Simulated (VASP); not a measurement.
# Si4B (Im-3m) in VASP: a series of runs

Aim: see how the results for Si4B move with the level of theory and the settings. Levels: PBE, PBEsol. Tasks: single point, relaxation of cell and atoms.

Program: VASP 6.6.1. These are calculated values, not measurements. Logs are shortened: lines on timing, memory, paths and dates and some standing lists are left out, and cuts for length are marked.

## (1) The cell of the first run

The structure is cubic, space group Im-3m (No. 229). Conventional cell: a = 5.192 Å, b = 5.192 Å, c = 5.192 Å, α = 90.00°, β = 90.00°, γ = 90.00°. Si (site symmetry -3m) has 2 B at 2.25 Å and 6 Si at 2.60 Å within 3.0 Å. Within 3.0 Å of B (site symmetry m-3m) lie 8 Si at 2.25 Å.

## (2) Single point, PBE

The input, INCAR:

```
SYSTEM = Si4B
PREC = Accurate
ENCUT = 520
EDIFF = 1E-6
ISMEAR = 0
SIGMA = 0.1
LREAL = .False.
LASPH = .True.
NELM = 60
ALGO = Normal
ISIF = 2
LWAVE = .False.
LCHARG = .True.
GGA = PE
LELF = .True.
LVHAR = .True.
NBANDS = 18
```

The input, KPOINTS:

```
regular mesh
0
Gamma
  6 6 6
  0 0 0
```

The input, POSCAR:

```
Si4B
1.0
   -2.5959489000      2.5959489000      2.5959489000
    2.5959489000     -2.5959489000      2.5959489000
    2.5959489000      2.5959489000     -2.5959489000
Si B
4 1
Direct
    0.0000000000      0.0000000000      0.5000000000
    0.0000000000      0.5000000000      0.0000000000
    0.5000000000      0.0000000000      0.0000000000
    0.5000000000      0.5000000000      0.5000000000
    0.0000000000      0.0000000000      0.0000000000
```

Potentials or basis: VASP PAW PBE potentials, release 64 (Si, B).

Launch:

```console
$ cat potpaw_PBE.64/Si/POTCAR potpaw_PBE.64/B/POTCAR > POTCAR
$ mpirun -np 1 vasp_std > vasp.out
```

OUTCAR:

```text
SYSTEM = Si4B
   PREC = Accurate
   ENCUT = 520
   EDIFF = 1E-6
   ISMEAR = 0
   LREAL = .False.
   LASPH = .True.
   NELM = 60
   ISIF = 2
   GGA = PE

 ion  position               nearest neighbor table
   1  0.000  0.000  0.500-   5 2.25   5 2.25   4 2.60   2 2.60   3 2.60   2 2.60   3 2.60   4 2.60

   2  0.000  0.500  0.000-   5 2.25   5 2.25   4 2.60   1 2.60   3 2.60   1 2.60   4 2.60   3 2.60

   3  0.500  0.000  0.000-   5 2.25   5 2.25   4 2.60   1 2.60   4 2.60   2 2.60   1 2.60   2 2.60

   4  0.500  0.500  0.500-   5 2.25   5 2.25   3 2.60   1 2.60   3 2.60   2 2.60   1 2.60   2 2.60

   5  0.000  0.000  0.000-   1 2.25   2 2.25   3 2.25   4 2.25   1 2.25   2 2.25   3 2.25   4 2.25

  LATTYP: Found a body centered cubic cell.
 ALAT       =     5.1918978000

  Lattice vectors:

 A1 = (  -2.5959489000,   2.5959489000,   2.5959489000)
 A2 = (   2.5959489000,  -2.5959489000,   2.5959489000)
 A3 = (   2.5959489000,   2.5959489000,  -2.5959489000)

Analysis of symmetry for initial positions (statically):
=====================================================================
 Subroutine PRICEL returns:
 Original cell was already a primitive cell.

 Routine SETGRP: Setting up the symmetry group for a
 body centered cubic supercell.

 Subroutine GETGRP returns: Found 48 space group operations
[... 9 lines left out ...]

 Routine SETGRP: Setting up the symmetry group for a
 body centered cubic supercell.

 Subroutine GETGRP returns: Found 48 space group operations
 (whereof 48 operations were pure point group operations)
 out of a pool of 48 trial point group operations.

The dynamic configuration has the point symmetry O_h .

 Subroutine INISYM returns: Found 48 space group operations
 (whereof 48 operations are pure point group operations),
 and found     1 'primitive' translations

----------------------------------------------------------------------------------------

                                     Primitive cell

  volume of cell :      69.9759

  direct lattice vectors                    reciprocal lattice vectors
    -2.595948900  2.595948900  2.595948900     0.000000000  0.192607797  0.192607797
     2.595948900 -2.595948900  2.595948900     0.192607797  0.000000000  0.192607797
     2.595948900  2.595948900 -2.595948900     0.192607797  0.192607797  0.000000000

  length of vectors
     4.496315389  4.496315389  4.496315389     0.272388559  0.272388559  0.272388559

  position of ions in fractional coordinates (direct lattice)
     0.000000000  0.000000000  0.500000000
     0.000000000  0.500000000  0.000000000
     0.500000000  0.000000000  0.000000000
     0.500000000  0.500000000  0.500000000
     0.000000000  0.000000000  0.000000000

  ion indices of the primitive-cell ions
   primitive index   ion index
                 1           1
                 2           2
                 3           3
                 4           4
                 5           5

----------------------------------------------------------------------------------------

 KPOINTS: regular mesh

Automatic generation of k-mesh.
 Grid dimensions read from file:
 generate k-points for:    6    6    6

 Generating k-lattice:

  Cartesian coordinates                     Fractional coordinates (reciprocal lattice)
     0.000000000  0.032101300  0.032101300     0.166666667  0.000000000  0.000000000
     0.032101300  0.000000000  0.032101300     0.000000000  0.166666667  0.000000000
     0.032101300  0.032101300  0.000000000     0.000000000  0.000000000  0.166666667

  Length of vectors
     0.045398093  0.045398093  0.045398093

  Shift w.r.t. Gamma in fractional coordinates (k-lattice)
     0.000000000  0.000000000  0.000000000

 Subroutine IBZKPT returns following result:
 ===========================================

 Found     16 irreducible k-points:

 Following reciprocal coordinates:
            Coordinates               Weight
  0.000000  0.000000  0.000000      1.000000
  0.166667  0.000000  0.000000     12.000000
  0.333333  0.000000  0.000000     12.000000
  0.500000  0.000000  0.000000      6.000000
  0.166667  0.166667  0.000000     24.000000
  0.333333  0.166667  0.000000     48.000000
[... 8 lines left out ...]
  0.500000  0.500000  0.333333     12.000000
  0.500000  0.500000  0.500000      1.000000
   k-points           NKPTS =     16   k-points in BZ     NKDIM =     16   number of bands    NBANDS=     18
   number of dos      NEDOS =    301   number of ions     NIONS =      5
   total plane-waves  NPLWV =  46656
   dimension x,y,z NGX =    36 NGY =   36 NGZ =   36
   dimension x,y,z NGXF=    72 NGYF=   72 NGZF=   72
   ions per type =               4   1
   NGX,Y,Z   is equivalent  to a cutoff of  13.31, 13.31, 13.31 a.u.
   NGXF,Y,Z  is equivalent  to a cutoff of  26.62, 26.62, 26.62 a.u.
 SYSTEM =  Si4B
   PREC   = accura    normal or accurate (medium, high low for compatibility)
   ISTART =      0    job   : 0-new  1-cont  2-samecut
   ICHARG =      2    charge: 1-file 2-atom 10-const
   ISPIN  =      1    spin polarized calculation?
   LNONCOLLINEAR =      F non collinear calculations
   LSORBIT =      F    spin-orbit coupling
   LASPH  =      T    aspherical Exc in radial PAW
   ENCUT  =  520.0 eV  38.22 Ry    6.18 a.u.   8.36  8.36  8.36*2*pi/ulx,y,z
   NELM   =     60;   NELMIN=  2; NELMDL= -5     # of ELM steps
   EDIFF  = 0.1E-05   stopping-criterion for ELM
   LREAL  =      F    real-space projection
   EDIFFG = 0.1E-04   stopping-criterion for IOM
   NSW    =      0    number of steps for IOM
   IBRION =     -1    ionic relax: 0-MD 1-quasi-New 2-CG
   NFREE  =      0    steps in history (QN), initial steepest desc. (CG)
   ISIF   =      2    stress and relaxation
   ISYM   =      2    0-nonsym 1-usesym 2-fastsym
   POTIM  = 0.5000    time-step for ionic-motion
   TEBEG  =    0.0;   TEEND  =   0.0 temperature during run
   PSTRESS=    0.0 pullay stress
   NELECT =      19.0000    total number of electrons
   NUPDOWN=      -1.0000    fix difference up-down
   EMIN   =  10.00;   EMAX   =-10.00  energy-range for DOS
   EFERMI =   0.00;   METHOD = LEGACY
   ISMEAR =     0;   SIGMA  =   0.10  broadening in eV -4-tet -1-fermi 0-gaus
   EFERMI_NEDOS =   21; number of points for ismear=-14 and -15
   IALGO  =     38    algorithm
   IMIX   =      4    mixing-type and parameters
     AMIX     =   0.40;   BMIX     =  1.00
     AMIX_MAG =   1.60;   BMIX_MAG =  1.00
  volume/ion in A,a.u.               =      14.00        94.44
  Fermi-wavevector in a.u.,A,eV,Ry     =   1.060091  2.003282 15.290137  1.123793
  Thomas-Fermi vector in A             =   2.195460
   LORBIT       =      0    0 simple, 1 ext, 2 COOP (PROOUT), +10 PAW based schemes
   GGA     = PE    functional components
   LHFCALC =     F    Hartree Fock is set to
   AEXX    =    0.0000 exact exchange contribution
   IVDW    =     0    specifies the selected vdW correction
   LEPSILON=     F    determine dielectric tensor
   LRPA    =     F    only Hartree local field effects (RPA)
 non-spin polarized calculation
 Gauss-broadening in eV      SIGMA  =   0.10
  energy-cutoff  :      520.00
  volume of cell :       69.98
 maximum number of plane-waves:      1926
 NGX is ok and might be reduce to    36
   NGX = 17   NGY = 17   NGZ = 17

 number of electron      18.9999999 magnetization

 Free energy of the ion-electron system (eV)
  ---------------------------------------------------
  ext. energy  EPLUGINS =         0.00000000
  ---------------------------------------------------
  free energy    TOTEN  =       -25.35966004 eV

  energy without entropy =      -25.34813576  energy(sigma->0) =      -25.35389790

 E-fermi :   8.5817     XC(G=0): -10.8548

 val. band max:        8.5771340020   @ k =   0.5000   0.5000   0.3333
 cond. band min:       8.5991630970   @ k =   0.1667   0.1667   0.0000
 fundamental gap:      0.0220290950
 Fermi energy:         8.5817229399

 k-point     1 :       0.0000    0.0000    0.0000
  band No.  band energies     occupation
      1      -5.5847      2.00000
      2       2.7373      2.00000
      3       2.7373      2.00000
      4       2.7373      2.00000
      5       4.2928      2.00000
      6       4.2928      2.00000
[... 10 lines left out ...]
     17      15.1614      0.00000
     18      15.1614      0.00000

 k-point     2 :       0.1667    0.0000    0.0000
  band No.  band energies     occupation
      1      -5.3144      2.00000
      2       1.0632      2.00000
      3       1.9236      2.00000
      4       2.7315      2.00000
      5       3.4296      2.00000
      6       3.7385      2.00000
[... 10 lines left out ...]
     17      16.1640      0.00000
     18      17.6035      0.00000

 k-point     3 :       0.3333    0.0000    0.0000
  band No.  band energies     occupation
      1      -4.5317      2.00000
      2      -1.0713      2.00000
      3       1.1382      2.00000
      4       2.6335      2.00000
      5       2.6736      2.00000
      6       3.0605      2.00000
[... 10 lines left out ...]
     17      15.1272      0.00000
     18      15.9928      0.00000

 k-point     4 :       0.5000    0.0000    0.0000
  band No.  band energies     occupation
      1      -3.6750      2.00000
      2      -2.4077      2.00000
      3       0.8649      2.00000
      4       2.3587      2.00000
      5       2.6254      2.00000
      6       2.8168      2.00000
[... 10 lines left out ...]
     17      15.6647      0.00000
     18      15.7917      0.00000

 k-point     5 :       0.1667    0.1667    0.0000
  band No.  band energies     occupation
      1      -4.7855      2.00000
      2      -0.1905      2.00000
      3       0.6561      2.00000
      4       2.0158      2.00000
      5       3.2411      2.00000
      6       4.5125      2.00000
[... 10 lines left out ...]
     17      15.5017      0.00000
     18      16.8058      0.00000

 k-point     6 :       0.3333    0.1667    0.0000
  band No.  band energies     occupation
      1      -3.8353      2.00000
      2      -1.7856      2.00000
      3      -0.1509      2.00000
      4       1.6258      2.00000
      5       3.1104      2.00000
      6       4.6483      2.00000
[... 10 lines left out ...]
     17      14.8303      0.00000
     18      15.4404      0.00000

 k-point     7 :       0.3333    0.3333    0.0000
  band No.  band energies     occupation
      1      -3.2586      2.00000
      2      -1.6025      2.00000
      3      -1.6025      2.00000
      4       1.3814      2.00000
      5       3.4231      2.00000
      6       5.7806      2.00000
[... 10 lines left out ...]
     17      14.0818      0.00000
     18      14.0818      0.00000

 k-point     8 :       0.1667    0.1667    0.1667
  band No.  band energies     occupation
      1      -4.0490      2.00000
      2      -1.1425      2.00000
      3       0.0727      2.00000
      4       0.0727      2.00000
      5       4.9981      2.00000
      6       4.9981      2.00000
[... 10 lines left out ...]
     17      14.3674      0.00000
     18      15.8438      0.00000
[... 61 lines left out ...]
     17      15.3123      0.00000
     18      15.4069      0.00000

 k-point    12 :       0.5000    0.5000    0.1667
  band No.  band energies     occupation
      1      -3.4266      2.00000
      2      -2.1727      2.00000
      3       0.0070      2.00000
      4       1.2315      2.00000
      5       3.7555      2.00000
      6       4.1381      2.00000
[... 10 lines left out ...]
     17      16.2904      0.00000
     18      16.3173      0.00000

 k-point    13 :      -0.3333    0.5000    0.1667
  band No.  band energies     occupation
      1      -3.3715      2.00000
      2      -1.5209      2.00000
      3      -0.9884      2.00000
      4       1.2681      2.00000
      5       3.7204      2.00000
      6       3.8915      2.00000
[... 10 lines left out ...]
     17      15.3140      0.00000
     18      15.9134      0.00000

 k-point    14 :      -0.3333    0.3333    0.3333
  band No.  band energies     occupation
      1      -3.5218      2.00000
      2      -0.5228      2.00000
      3      -0.5228      2.00000
      4      -0.2567      2.00000
      5       2.7394      2.00000
      6       4.5008      2.00000
[... 10 lines left out ...]
     17      16.3520      0.00000
     18      16.5512      0.00000

 k-point    15 :       0.5000    0.5000    0.3333
  band No.  band energies     occupation
      1      -2.7141      2.00000
      2      -1.5538      2.00000
      3      -0.8026      2.00000
      4      -0.0900      2.00000
      5       2.7808      2.00000
      6       3.2151      2.00000
[... 10 lines left out ...]
     17      15.7504      0.00000
     18      16.4811      0.00000

 k-point    16 :       0.5000    0.5000    0.5000
  band No.  band energies     occupation
      1      -1.9186      2.00000
      2      -1.0832      2.00000
      3      -1.0832      2.00000
      4      -1.0832      2.00000
      5       2.2055      2.00000
      6       2.2055      2.00000
[... 10 lines left out ...]
     17      17.6454      0.00000
     18      17.9157      0.00000

------------------------ aborting loop because EDIFF is reached ----------------------------------------

  FORCE on cell =-STRESS in cart. coord.  units (eV):
  Direction    XX          YY          ZZ          XY          YZ          ZX
  --------------------------------------------------------------------------------------
  -------------------------------------------------------------------------------------
  Total       -0.5835713     -0.5835713     -0.5835713     -0.0000000      0.0000000     -0.0000000
  in kB      -13.3615279    -13.3615279    -13.3615279     -0.0000000      0.0000000     -0.0000000
  external PRESSURE =     -13.3615279 kB  Pullay stress =       0.0000000 kB

 VOLUME and BASIS-vectors are now :
 -----------------------------------------------------------------------------
  energy-cutoff  :      520.00
  volume of cell :       69.98
      direct lattice vectors                 reciprocal lattice vectors
    -2.595948900  2.595948900  2.595948900     0.000000000  0.192607797  0.192607797
     2.595948900 -2.595948900  2.595948900     0.192607797  0.000000000  0.192607797
     2.595948900  2.595948900 -2.595948900     0.192607797  0.192607797  0.000000000

 POSITION                                       TOTAL-FORCE (eV/Angst)
 -----------------------------------------------------------------------------------
      1.29797      1.29797     -1.29797         0.000000     -0.000000      0.000000
      1.29797     -1.29797      1.29797         0.000000      0.000000     -0.000000
     -1.29797      1.29797      1.29797        -0.000000     -0.000000     -0.000000
      1.29797      1.29797      1.29797         0.000000      0.000000     -0.000000
      0.00000      0.00000      0.00000        -0.000000      0.000000     -0.000000
 -----------------------------------------------------------------------------------
    total drift:                                0.000000     -0.000000     -0.000000

  FREE ENERGIE OF THE ION-ELECTRON SYSTEM (eV)
  ---------------------------------------------------
  free  energy   TOTEN  =       -25.3596600403 eV

  energy  without entropy=      -25.3481357602  energy(sigma->0) =      -25.35389790
```

Wall time 9.6 s (1 thread of Intel Xeon 6975P-C (Granite Rapids), shared host); peak memory 0.2 GiB.

Results:

* Free energy: -25.3597 eV
* Pressure: -1.3 GPa

## (3) Single point, PBEsol

This run uses another cell than the first one, of 13.50 Å³/atom, 0.964 times its volume.

The input, INCAR:

```
PREC = Accurate
ENCUT = 520
EDIFF = 1E-7
ISMEAR = 0
SIGMA = 0.1
LREAL = False
LASPH = True
NELM = 80
ALGO = Normal
ISIF = 2
LWAVE = False
LCHARG = False
GGA = PS
NBANDS = 18
```

The input, KPOINTS:

```
Automatic mesh
0
Gamma
  10 10 10
```

POSCAR, as its differences from that of step 2:

```diff
@@ -2,5 +2,5 @@
 1.0
-   -2.5959489000      2.5959489000      2.5959489000
-    2.5959489000     -2.5959489000      2.5959489000
-    2.5959489000      2.5959489000     -2.5959489000
+   -2.5647107814      2.5647107814      2.5647107814
+    2.5647107814     -2.5647107814      2.5647107814
+    2.5647107814      2.5647107814     -2.5647107814
 Si B
```

Potentials or basis: VASP PAW PBE potentials, release 64 (Si, B).

Launch:

```console
$ cat potpaw_PBE.64/Si/POTCAR potpaw_PBE.64/B/POTCAR > POTCAR
$ mpirun -np 1 vasp_std > vasp.out
```

Run time: 22 s. Hardware: 1 thread of Intel Xeon 6975P-C (Granite Rapids), shared host; peak memory 0.22 GiB.

Results (log left out):

- Free energy: -27.3990 eV
- Pressure: 0.1 GPa

Levels at points of the mesh, in eV from the Fermi level:
```csv
k point,band 5,band 6,band 7,band 8,band 9,band 10,band 11,band 12,band 13,band 14
"(0.00, 0.00, 0.00)",-4.30,-4.30,-4.30,-4.13,-3.11,-3.11,-3.11,0.97,0.97,5.20
"(0.50, 0.00, 0.00)",-6.28,-6.00,-2.21,-0.80,-0.62,-0.36,1.74,2.54,2.61,2.77
"(0.50, 0.50, 0.50)",-6.72,-6.72,-0.34,-0.34,-0.34,0.99,0.99,0.99,2.48,6.16
```

Caveat: the PAW data sets were made with another functional, which shifts forces and pressure a little.

## (4) Single point, PBE

This run uses another cell than the first one, of 13.79 Å³/atom, 0.986 times its volume.

The input, INCAR:

```
SYSTEM = Si4B
PREC = Accurate
ENCUT = 520
EDIFF = 1E-7
ISMEAR = 0
SIGMA = 0.1
LREAL = .FALSE.
LASPH = .TRUE.
NELM = 80
ALGO = Normal
ISIF = 2
LWAVE = .FALSE.
LCHARG = .FALSE.
GGA = PE
NBANDS = 18
```

The input, KPOINTS:

```
Automatic mesh
0
G
  10 10 10
  0 0 0
```

POSCAR, as its differences from that of step 3:

```diff
@@ -2,5 +2,5 @@
 1.0
-   -2.5647107814      2.5647107814      2.5647107814
-    2.5647107814     -2.5647107814      2.5647107814
-    2.5647107814      2.5647107814     -2.5647107814
+   -2.5834141319      2.5834141319      2.5834141319
+    2.5834141319     -2.5834141319      2.5834141319
+    2.5834141319      2.5834141319     -2.5834141319
 Si B
```

Launch:

```console
$ cat potpaw_PBE.64/Si/POTCAR potpaw_PBE.64/B/POTCAR > POTCAR
$ mpirun -np 1 vasp_std > vasp.out
```

It took 23 s on 1 thread of Intel Xeon 6975P-C (Granite Rapids), shared host; peak memory 0.22 GiB.

Results (log left out):

| Quantity | Value |
| --- | --- |
| Free energy | -25.3221 eV |
| Pressure | -0.1 GPa |

Levels at points of the mesh, in eV from the Fermi level:
```tsv
k point	band 7	band 8	band 9	band 10	band 11	band 12
(0.00, 0.00, 0.00)	-4.35	-4.10	-3.05	-3.05	-3.05	1.15
(0.50, 0.00, 0.00)	-2.14	-0.75	-0.63	-0.30	1.71	2.49
(0.50, 0.50, 0.50)	-0.35	-0.35	-0.35	1.03	1.03	1.03
```

[end of part 1 of 2]
